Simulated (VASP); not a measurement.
Input of a VASP 6.6.1 run:

The input INCAR:

```
SYSTEM = Mo
PREC = Accurate
ENCUT = 520
EDIFF = 1E-7
ISMEAR = 0
SIGMA = 0.15
LREAL = .False.
LASPH = .True.
NELM = 60
ALGO = Fast
ISIF = 2
LWAVE = .False.
LCHARG = .True.
GGA = PE
LELF = .True.
LVHAR = .True.
NBANDS = 13
```

KPOINTS

```
regular mesh
0
Gamma
  20 20 20
  0 0 0
```

The input POSCAR:

```
Mo
1.0
    0.0000000000      2.1762000000      2.0956000000
    2.1762000000      0.0000000000      2.0956000000
    2.1762000000      2.1762000000      0.0000000000
Mo
1
Direct
    0.0000000000      0.0000000000      0.0000000000
```

Potentials or basis: VASP PAW PBE potentials, release 64 (Mo_sv).

The run is started by

```console
$ cat potpaw_PBE.64/Mo_sv/POTCAR > POTCAR
$ mpirun -np 1 vasp_std > vasp.out
```

**Question.** Predict the band gap on the k mesh.

**Answer.** Zero (band 7 reaches 11.67 eV, above the bottom of band 8 at 8.42 eV).

**Question.** Predict the pressure.

**Answer.** -32.4 GPa.

Stress tensor (GPa, compression positive):
```
-30.37   0.00   0.00
  0.00 -30.37   0.00
  0.00   0.00 -36.32
```

Caveat: the cell differs from its parent crystal (strain +0.080 along x and y, +0.040 along z).
